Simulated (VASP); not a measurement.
Crystal: Na2Al.

```
Na Al
1.0
     1.77399    1.02421    5.35791
    -1.77399    1.02421    5.35791
     0.00000   -2.04843    5.35791
Na Al
2 1
Direct
  0.75000 0.75000 0.75000
  0.25000 0.25000 0.25000
  0.00000 0.00000 0.00000
```

```yaml
Program: VASP 6.6.1
Task: relaxation of cell and atoms
Functional: PBE
Potentials_or_basis: VASP PAW PBE potentials, release 64 (Na_pv, Al)
Cutoff: 600 eV
k_mesh: 6 × 6 × 6
Occupations: gaussian, width 0.1 eV
Spin: no spin polarisation
```

At the start: pressure 24.7 GPa; volume 19.47 Å³/atom.

**Question.** Where does the relaxation end?

**Answer.** Over 16 steps the energy falls by 1010.2 meV/atom and the volume is 26.79 Å³/atom (+37.6 %); space group R-3m (No. 166, to 0.05 Å).

Step by step:
```tsv
step	energy change (eV)	largest force (eV/Å)	pressure (GPa)	volume (Å³)
1	0.0000	3.2036	24.65	58.41
2	-2.4124	0.6341	2.14	87.57
3	-2.4885	0.4182	0.71	93.30
4	-2.4905	0.1016	-1.12	105.48
5	-2.5114	0.2347	-0.41	99.53
6	-2.5114	0.2606	-0.28	98.56
7	-2.5323	0.2319	-0.26	97.79
8	-2.5883	0.1474	-0.25	95.36
9	-2.7106	0.0410	-0.27	90.08
10	-2.9140	0.4409	0.37	78.19
11	-2.9388	0.4764	0.21	77.72
12	-2.9391	0.4783	0.19	77.47
13	-2.9401	0.4778	0.19	77.61
14	-2.9721	0.3800	0.07	78.14
15	-3.0244	0.1215	-0.12	79.69
16	-3.0306	0.0225	-0.13	80.37
```

Final structure:
```
Na Al
1.0
     1.67343    0.96616    8.28502
    -1.67343    0.96616    8.28502
     0.00000   -1.93231    8.28502
Na Al
2 1
Direct
  0.76944 0.76944 0.76944
  0.23056 0.23056 0.23056
  0.00000 0.00000 0.00000
```

Caveat: the volume moved by over 15 % at a fixed basis, so the end points are rough.
